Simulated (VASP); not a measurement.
# AlN (F-43m) in VASP: notebook

AlN is run at these levels: LDA, PBEsol, PBE; tasks: dielectric tensor.

All numbers are computed with VASP 6.6.1; they aren't measurements. Logs are shortened: lines on timing, memory, paths and dates and some standing lists are left out, and cuts for length are marked.

## Step 1: The cell of the first run

It takes space group F-43m (No. 216, cubic). Conventional cell: a = 4.368 Å, b = 4.368 Å, c = 4.368 Å, α = 90.00°, β = 90.00°, γ = 90.00°. Within 2.5 Å of Al (site symmetry -43m) lie 4 N at 1.89 Å. Within 2.5 Å of N (site symmetry -43m) lie 4 Al at 1.89 Å.

## Step 2: Dielectric tensor, LDA

INCAR

```
PREC = Accurate
ENCUT = 520
EDIFF = 1E-8
ISMEAR = 0
SIGMA = 0.01
LREAL = False
LASPH = True
NELM = 60
ALGO = Normal
ISIF = 2
LWAVE = False
LCHARG = False
LEPSILON = True
```

KPOINTS

```
regular mesh
0
Gamma
  10 10 10
```

POSCAR

```
AlN
1.0
    0.0000000000      2.1839935596      2.1839935596
    2.1839935596      0.0000000000      2.1839935596
    2.1839935596      2.1839935596      0.0000000000
Al N
1 1
Direct
    0.0000000000      0.0000000000      0.0000000000
    0.2500000000      0.2500000000      0.2500000000
```

Potentials or basis: VASP PAW LDA potentials, release 64 (Al, N).

Launch:

```
$ cat potpaw_LDA.64/Al/POTCAR potpaw_LDA.64/N/POTCAR > POTCAR
$ mpirun -np 1 vasp_std > vasp.out
```

OUTCAR:

```text
PREC = Accurate
   ENCUT = 520
   EDIFF = 1E-8
   ISMEAR = 0
   LREAL = False
   LASPH = True
   NELM = 60
   ISIF = 2
   LEPSILON = True

 ion  position               nearest neighbor table
   1  0.000  0.000  0.000-   2 1.89   2 1.89   2 1.89   2 1.89
   2  0.250  0.250  0.250-   1 1.89   1 1.89   1 1.89   1 1.89

  LATTYP: Found a face centered cubic cell.
 ALAT       =     4.3679871192

  Lattice vectors:

 A1 = (   0.0000000000,   2.1839935596,   2.1839935596)
 A2 = (   2.1839935596,   0.0000000000,   2.1839935596)
 A3 = (   2.1839935596,   2.1839935596,   0.0000000000)

Analysis of symmetry for initial positions (statically):
=====================================================================
 Subroutine PRICEL returns:
 Original cell was already a primitive cell.

 Routine SETGRP: Setting up the symmetry group for a
 face centered cubic supercell.

 Subroutine GETGRP returns: Found 24 space group operations
 (whereof 24 operations were pure point group operations)
 out of a pool of 48 trial point group operations.

The static configuration has the point symmetry T_d .

Analysis of symmetry for dynamics (positions and initial velocities):
=====================================================================
 Subroutine PRICEL returns:
 Original cell was already a primitive cell.

 Routine SETGRP: Setting up the symmetry group for a
 face centered cubic supercell.

 Subroutine GETGRP returns: Found 24 space group operations
 (whereof 24 operations were pure point group operations)
 out of a pool of 48 trial point group operations.

The dynamic configuration has the point symmetry T_d .

 Subroutine INISYM returns: Found 24 space group operations
 (whereof 24 operations are pure point group operations),
 and found     1 'primitive' translations

----------------------------------------------------------------------------------------

                                     Primitive cell

  volume of cell :      20.8345

  direct lattice vectors                    reciprocal lattice vectors
     0.000000000  2.183993560  2.183993560    -0.228938404  0.228938404  0.228938404
     2.183993560  0.000000000  2.183993560     0.228938404 -0.228938404  0.228938404
     2.183993560  2.183993560  0.000000000     0.228938404  0.228938404 -0.228938404

  length of vectors
     3.088633312  3.088633312  3.088633312     0.396532948  0.396532948  0.396532948

  position of ions in fractional coordinates (direct lattice)
     0.000000000  0.000000000  0.000000000
     0.250000000  0.250000000  0.250000000

  ion indices of the primitive-cell ions
   primitive index   ion index
                 1           1
                 2           2

----------------------------------------------------------------------------------------

 KPOINTS: regular mesh

Automatic generation of k-mesh.
 Grid dimensions read from file:
 generate k-points for:   10   10   10

 Generating k-lattice:

  Cartesian coordinates                     Fractional coordinates (reciprocal lattice)
    -0.022893840  0.022893840  0.022893840     0.100000000  0.000000000  0.000000000
     0.022893840 -0.022893840  0.022893840     0.000000000  0.100000000  0.000000000
     0.022893840  0.022893840 -0.022893840     0.000000000  0.000000000  0.100000000

  Length of vectors
     0.039653295  0.039653295  0.039653295

  Shift w.r.t. Gamma in fractional coordinates (k-lattice)
     0.000000000  0.000000000  0.000000000

 Subroutine IBZKPT returns following result:
 ===========================================
[... 71 lines left out ...]
  Thomas-Fermi vector in A             =   2.325996
   LORBIT       =      0    0 simple, 1 ext, 2 COOP (PROOUT), +10 PAW based schemes
   GGA     = CA    functional components
   LHFCALC =     F    Hartree Fock is set to
   AEXX    =    0.0000 exact exchange contribution
   IVDW    =     0    specifies the selected vdW correction
   LEPSILON=     T    determine dielectric tensor
   LRPA    =     F    only Hartree local field effects (RPA)
 non-spin polarized calculation
 Gauss-broadening in eV      SIGMA  =   0.01
  energy-cutoff  :      520.00
  volume of cell :       20.83
 maximum number of plane-waves:       571
   NGX = 11   NGY = 11   NGZ = 11

--------------------------------------- Ionic step        1  -------------------------------------------

 number of electron       8.0000001 magnetization

 E-fermi :   5.8329     XC(G=0): -11.2662

 val. band max:        5.7081981888   @ k =   0.0000   0.0000   0.0000
 cond. band min:       8.9312674678   @ k =   0.5000   0.5000   0.0000
 fundamental gap:      3.2230692790
 Fermi energy:         5.8328795244

 k-point     1 :       0.0000    0.0000    0.0000
  band No.  band energies     occupation
      1      -9.1148      2.00000
      2       5.7082      2.00000
      3       5.7082      2.00000
      4       5.7082      2.00000
      5       9.9430      0.00000
      6      18.0422      0.00000
      7      18.0422      0.00000
      8      18.0422      0.00000
[... 243 lines left out ...]
 k-point    24 :       0.4000    0.3000    0.0000
  band No.  band energies     occupation
      1      -7.0461      2.00000
      2       1.5409      2.00000
      3       3.9847      2.00000
      4       4.2889      2.00000
      5      10.5326      0.00000
      6      15.0429      0.00000
      7      17.8049      0.00000
      8      20.0744      0.00000

 [... further k-points ...]

  FORCE on cell =-STRESS in cart. coord.  units (eV):
  Direction    XX          YY          ZZ          XY          YZ          ZX
  --------------------------------------------------------------------------------------
  -------------------------------------------------------------------------------------
  Total       -0.3927266     -0.3927266     -0.3927266      0.0000000     -0.0000000      0.0000000
  in kB      -30.2006849    -30.2006849    -30.2006849      0.0000000     -0.0000000      0.0000000
  external PRESSURE =     -30.2006849 kB  Pullay stress =       0.0000000 kB

 VOLUME and BASIS-vectors are now :
 -----------------------------------------------------------------------------
  energy-cutoff  :      520.00
  volume of cell :       20.83
      direct lattice vectors                 reciprocal lattice vectors
     0.000000000  2.183993560  2.183993560    -0.228938404  0.228938404  0.228938404
     2.183993560  0.000000000  2.183993560     0.228938404 -0.228938404  0.228938404
     2.183993560  2.183993560  0.000000000     0.228938404  0.228938404 -0.228938404

 POSITION                                       TOTAL-FORCE (eV/Angst)
 -----------------------------------------------------------------------------------
      0.00000      0.00000      0.00000         0.000000      0.000000      0.000000
      1.09200      1.09200      1.09200        -0.000000     -0.000000     -0.000000
 -----------------------------------------------------------------------------------
    total drift:                               -0.000000     -0.000000     -0.000000

  FREE ENERGIE OF THE ION-ELECTRON SYSTEM (eV)
  ---------------------------------------------------
  free  energy   TOTEN  =       -16.3728808418 eV

  energy  without entropy=      -16.3728808418  energy(sigma->0) =      -16.37288084

 HEAD OF MICROSCOPIC STATIC DIELECTRIC TENSOR (INDEPENDENT PARTICLE, excluding Hartree and local field effects)
 ------------------------------------------------------
           4.798237    -0.000000    -0.000000
           0.000000     4.798237     0.000000
          -0.000000     0.000000     4.798237
 ------------------------------------------------------

 Free energy of the ion-electron system (eV)
  ---------------------------------------------------
  ---------------------------------------------------
  free energy    TOTEN  =        -0.22009679 eV

  energy without entropy =       -0.22009679

------------------------ aborting loop because EDIFF is reached ----------------------------------------

--------------------------------------- Ionic step        2  -------------------------------------------

------------------------ aborting loop because EDIFF is reached ----------------------------------------

--------------------------------------- Ionic step        3  -------------------------------------------

 Free energy of the ion-electron system (eV)
  ---------------------------------------------------
  ---------------------------------------------------
  free energy    TOTEN  =        -0.22009681 eV

  energy without entropy =       -0.22009681

------------------------ aborting loop because EDIFF is reached ----------------------------------------

 PIEZOELECTRIC TENSOR FIELD DIRECTION 3  (e Angst)
 -----------------------------------------------------------------------------
    -0.00044 -0.80156  0.00000           ( -0.00000 -0.00907  0.00000)
    -0.80156 -0.00044  0.00000           ( -0.00907 -0.00000  0.00000)
     0.00000  0.00000  0.00042           (  0.00000  0.00000 -0.00000)

 PIEZOELECTRIC TENSOR FIELD DIRECTION 3  (C/m^2)
 -----------------------------------------------------------------------------
    -0.00034 -0.61640  0.00000
    -0.61640 -0.00034  0.00000
     0.00000  0.00000  0.00032

 MACROSCOPIC STATIC DIELECTRIC TENSOR (including local field effects in DFT)
 ------------------------------------------------------
           4.571320    -0.000000     0.000000
           0.000000     4.571320     0.000000
          -0.000000    -0.000000     4.571320
 ------------------------------------------------------

 PIEZOELECTRIC TENSOR (including local field effects)  for field in x, y, z        (e  Angst)
          XX          YY          ZZ          XY          YZ          ZX
  --------------------------------------------------------------------------------
  x     0.00000     0.00000    -0.00000     0.00000    -0.80119     0.00000
  y     0.00000     0.00000     0.00000     0.00000     0.00000    -0.80119
  z     0.00000    -0.00000    -0.00000    -0.80119     0.00000     0.00000

 PIEZOELECTRIC TENSOR (including local field effects)  for field in x, y, z        (C/m^2)
          XX          YY          ZZ          XY          YZ          ZX
  --------------------------------------------------------------------------------
  x     0.00000     0.00000    -0.00000     0.00000    -0.61611     0.00000
  y     0.00000     0.00000     0.00000     0.00000     0.00000    -0.61611
  z     0.00000    -0.00000    -0.00000    -0.61611     0.00000     0.00000

 BORN EFFECTIVE CHARGES (including local field effects) (in |e|, cummulative output)
 ---------------------------------------------------------------------------------
 ion    1
    1     2.53228    -0.00000    -0.00000
    2     0.00000     2.53228    -0.00000
    3    -0.00000     0.00000     2.53228
 ion    2
    1    -2.53228     0.00000     0.00000
    2    -0.00000    -2.53228     0.00000
    3     0.00000     0.00000    -2.53228
```

It took 48 s on 1 thread of Intel Xeon Platinum 8488C (Sapphire Rapids), shared host; peak memory 0.19 GiB.

Results:

```
Band gap on the k mesh                  : 3.22 eV, indirect (least direct gap 4.23 eV)
Electronic dielectric tensor (diagonal) : 4.57
Born charges (mean of the diagonal)     : Al +2.53; N -2.53 e
```

Levels at points of the mesh, in eV from the valence-band top:
| k point | band 2 | band 3 | band 4 | band 5 | band 6 | band 7 |
| --- | --- | --- | --- | --- | --- | --- |
| (0.00, 0.00, 0.00) | 0.00 | 0.00 | 0.00 | 4.23 | 12.33 | 12.33 |
| (0.50, 0.00, 0.00) | -5.91 | -0.49 | -0.49 | 7.27 | 9.77 | 10.96 |
| (0.50, 0.50, 0.00) | -4.96 | -1.79 | -1.79 | 3.22 | 8.41 | 13.75 |

Electronic dielectric tensor:
```
4.57 0.00 0.00
0.00 4.57 0.00
0.00 0.00 4.57
```

Born effective charge tensors (e):
atom 1, Al
```
2.53 0.00 0.00
0.00 2.53 0.00
0.00 0.00 2.53
```
atom 2, N
```
-2.53  0.00  0.00
 0.00 -2.53  0.00
 0.00  0.00 -2.53
```

A k mesh can miss the band edges. A hybrid or GW would open this gap; LDA tends to underestimate it.

## Step 3: Dielectric tensor, PBEsol

INCAR

```
  PREC = Accurate
  ENCUT = 520
  EDIFF = 1E-8
  ISMEAR = 0
  SIGMA = 0.01
  LREAL = False
  LASPH = True
  NELM = 60
  ALGO = Normal
  ISIF = 2
  LWAVE = False
  LCHARG = False
  GGA = PS
  LEPSILON = True
```

KPOINTS is that of step 2.

POSCAR is that of step 2.

Potentials or basis: VASP PAW PBE potentials, release 64 (Al, N).

Launch:

```
$ cat potpaw_PBE.64/Al/POTCAR potpaw_PBE.64/N/POTCAR > POTCAR
$ mpirun -np 1 vasp_std > vasp.out
```

OUTCAR:

```text
PREC = Accurate
   ENCUT = 520
   EDIFF = 1E-8
   ISMEAR = 0
   LREAL = False
   LASPH = True
   NELM = 60
   ISIF = 2
   GGA = PS
   LEPSILON = True

 ion  position               nearest neighbor table
   1  0.000  0.000  0.000-   2 1.89   2 1.89   2 1.89   2 1.89
   2  0.250  0.250  0.250-   1 1.89   1 1.89   1 1.89   1 1.89

  LATTYP: Found a face centered cubic cell.
 ALAT       =     4.3679871192

  Lattice vectors:

 A1 = (   0.0000000000,   2.1839935596,   2.1839935596)
 A2 = (   2.1839935596,   0.0000000000,   2.1839935596)
 A3 = (   2.1839935596,   2.1839935596,   0.0000000000)

Analysis of symmetry for initial positions (statically):
=====================================================================
 Subroutine PRICEL returns:
 Original cell was already a primitive cell.

 Routine SETGRP: Setting up the symmetry group for a
 face centered cubic supercell.

 Subroutine GETGRP returns: Found 24 space group operations
 (whereof 24 operations were pure point group operations)
 out of a pool of 48 trial point group operations.

The static configuration has the point symmetry T_d .

Analysis of symmetry for dynamics (positions and initial velocities):
=====================================================================
 Subroutine PRICEL returns:
 Original cell was already a primitive cell.

 Routine SETGRP: Setting up the symmetry group for a
 face centered cubic supercell.

 Subroutine GETGRP returns: Found 24 space group operations
 (whereof 24 operations were pure point group operations)
 out of a pool of 48 trial point group operations.

The dynamic configuration has the point symmetry T_d .

 Subroutine INISYM returns: Found 24 space group operations
 (whereof 24 operations are pure point group operations),
 and found     1 'primitive' translations
[... 439 lines left out ...]

 HEAD OF MICROSCOPIC STATIC DIELECTRIC TENSOR (INDEPENDENT PARTICLE, excluding Hartree and local field effects)
 ------------------------------------------------------
           4.819602     0.000000    -0.000000
           0.000000     4.819602     0.000000
          -0.000000     0.000000     4.819602
 ------------------------------------------------------

 Free energy of the ion-electron system (eV)
  ---------------------------------------------------
  ---------------------------------------------------
  free energy    TOTEN  =        -0.22659097 eV

  energy without entropy =       -0.22659097

------------------------ aborting loop because EDIFF is reached ----------------------------------------

--------------------------------------- Ionic step        2  -------------------------------------------

------------------------ aborting loop because EDIFF is reached ----------------------------------------

--------------------------------------- Ionic step        3  -------------------------------------------

 Free energy of the ion-electron system (eV)
  ---------------------------------------------------
  ---------------------------------------------------
  free energy    TOTEN  =        -0.22659098 eV

  energy without entropy =       -0.22659098

------------------------ aborting loop because EDIFF is reached ----------------------------------------

 PIEZOELECTRIC TENSOR FIELD DIRECTION 3  (e Angst)
 -----------------------------------------------------------------------------
    -0.00043 -0.79620  0.00000           ( -0.00000 -0.00303  0.00000)
    -0.79620 -0.00043  0.00000           ( -0.00303 -0.00000  0.00000)
     0.00000  0.00000  0.00044           (  0.00000  0.00000 -0.00000)

 PIEZOELECTRIC TENSOR FIELD DIRECTION 3  (C/m^2)
 -----------------------------------------------------------------------------
    -0.00033 -0.61228  0.00000
    -0.61228 -0.00033  0.00000
     0.00000  0.00000  0.00034

 MACROSCOPIC STATIC DIELECTRIC TENSOR (including local field effects in DFT)
 ------------------------------------------------------
           4.628629     0.000000     0.000000
           0.000000     4.628629     0.000000
          -0.000000     0.000000     4.628629
 ------------------------------------------------------

 PIEZOELECTRIC TENSOR (including local field effects)  for field in x, y, z        (e  Angst)
          XX          YY          ZZ          XY          YZ          ZX
  --------------------------------------------------------------------------------
  x     0.00000     0.00000     0.00000     0.00000    -0.79597     0.00000
  y     0.00000    -0.00000     0.00000     0.00000     0.00000    -0.79597
  z    -0.00000    -0.00000     0.00000    -0.79597     0.00000     0.00000

 PIEZOELECTRIC TENSOR (including local field effects)  for field in x, y, z        (C/m^2)
          XX          YY          ZZ          XY          YZ          ZX
  --------------------------------------------------------------------------------
  x     0.00000     0.00000     0.00000     0.00000    -0.61210     0.00000
  y     0.00000    -0.00000     0.00000     0.00000     0.00000    -0.61210
  z    -0.00000    -0.00000     0.00000    -0.61210     0.00000     0.00000

 BORN EFFECTIVE CHARGES (including local field effects) (in |e|, cummulative output)
 ---------------------------------------------------------------------------------
 ion    1
    1     2.53249    -0.00000     0.00000
    2     0.00000     2.53249    -0.00000
    3     0.00000    -0.00000     2.53249
 ion    2
    1    -2.53249     0.00000     0.00000
    2    -0.00000    -2.53249     0.00000
    3     0.00000     0.00000    -2.53249
```

OSZICAR:

```text
N       E                     dE             d eps       ncg     rms          rms(c)
DAV:   1     0.100024414293E+02    0.10002E+02   -0.41423E+03   808   0.840E+02
DAV:   2    -0.172989735442E+02   -0.27301E+02   -0.25533E+02  1008   0.143E+02
DAV:   3    -0.178414222487E+02   -0.54245E+00   -0.54245E+00   920   0.259E+01
[... 12 lines left out ...]
RMM:   5    -0.226443848721E+00   -0.16649E-02   -0.82332E-05  4597   0.887E-02    0.925E-03
RMM:   6    -0.226511986834E+00   -0.68138E-04   -0.83716E-07  4847   0.904E-03    0.393E-03
RMM:   7    -0.226591724613E+00   -0.79738E-04   -0.21621E-07  4748   0.478E-03    0.252E-04
RMM:   8    -0.226590701698E+00    0.10229E-05   -0.44483E-09  4986   0.358E-04    0.104E-04
RMM:   9    -0.226590864274E+00   -0.16258E-06   -0.63163E-10  4130   0.174E-04    0.110E-05
RMM:  10    -0.226590975891E+00   -0.11162E-06    0.33634E-13  2474   0.255E-05    0.232E-06
```

stdout:

```text
POSCAR found type information on POSCAR AlN
 POSCAR found :  2 types and       2 ions
 scaLAPACK will be used
 -----------------------------------------------------------------------------
|                                                                             |
|                                                                             |
|     You enforced a specific xc type in the INCAR file but a different       |
[... 28 lines left out ...]
  Direction:   1
 dielectric tensor                  component  1 :     4.629     0.702     0.392
 Linear response to external field, progress :
  Direction:   2
 dielectric tensor                  component  2 :     0.552     4.629     0.456
 Linear response to external field, progress :
  Direction:   3
 dielectric tensor                  component  3 :     0.443     0.651     4.629
 Born effective charges drift removed
```

It took 2.1 min on 1 thread of Intel Xeon 6975P-C, shared host; peak memory 0.2 GiB.

What came out:

```
Band gap on the k mesh                  : 3.19 eV, indirect (least direct gap 4.13 eV)
Electronic dielectric tensor (diagonal) : 4.63
Born charges (mean of the diagonal)     : Al +2.53; N -2.53 e
```

Electronic dielectric tensor:
```
4.63 0.00 0.00
0.00 4.63 0.00
0.00 0.00 4.63
```

Born effective charge tensors (e):
atom 1, Al
```
2.53 0.00 0.00
0.00 2.53 0.00
0.00 0.00 2.53
```
atom 2, N
```
-2.53  0.00  0.00
 0.00 -2.53  0.00
 0.00  0.00 -2.53
```

Caveat: the PAW data sets were made with another functional, which shifts forces and pressure a little.

[end of part 1 of 2]
